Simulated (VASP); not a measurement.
Set up this calculation in VASP 6.6.1, as the native input.

```yaml
Task: single point
Functional: PBE
Potentials_or_basis: VASP PAW PBE potentials, release 64 (Ir)
Cutoff: 500 eV
k_mesh: 8 × 8 × 6
Occupations: gaussian, width 0.1 eV
Spin: no spin polarisation
Dipole_correction: no
Further_INCAR_settings: ALGO = Normal; EDIFF = 1e-06; NBANDS = 10
```

The structure of Ir lies in POSCAR:

```
Ir
1.0
    2.5464522703      0.0000000000      0.0000000000
    0.0000000000      2.5464522703      0.0000000000
    0.0000000000      0.0000000000      2.6251627661
Ir
1
Direct
    0.5000000000      0.5000000000      0.0000000000
```

One way to write it, as run:

INCAR

```
SYSTEM = Ir
PREC = Accurate
ENCUT = 500
EDIFF = 1E-6
ISMEAR = 0
SIGMA = 0.1
LREAL = .FALSE.
LASPH = .TRUE.
NELM = 120
ALGO = Normal
ISIF = 2
LWAVE = .FALSE.
LCHARG = .TRUE.
GGA = PE
LELF = .TRUE.
LVHAR = .TRUE.
NBANDS = 10
GGA_COMPAT = .FALSE.
```

KPOINTS

```
regular mesh
0
G
  8 8 6
  0 0 0
```

Potentials or basis: VASP PAW PBE potentials, release 64 (Ir).

Run with:

```sh
$ cat potpaw_PBE.64/Ir/POTCAR > POTCAR
$ mpirun -np 1 vasp_std > vasp.out
```

Results of the run:

* Pressure: 0.2 GPa

Caveat: the k points lie up to 0.40 Å⁻¹ apart.

Run time: 4.4 s on 1 thread of AMD EPYC 9R45 96-Core Processor (Zen 5), on a shared host, peak memory 0.1 GiB.
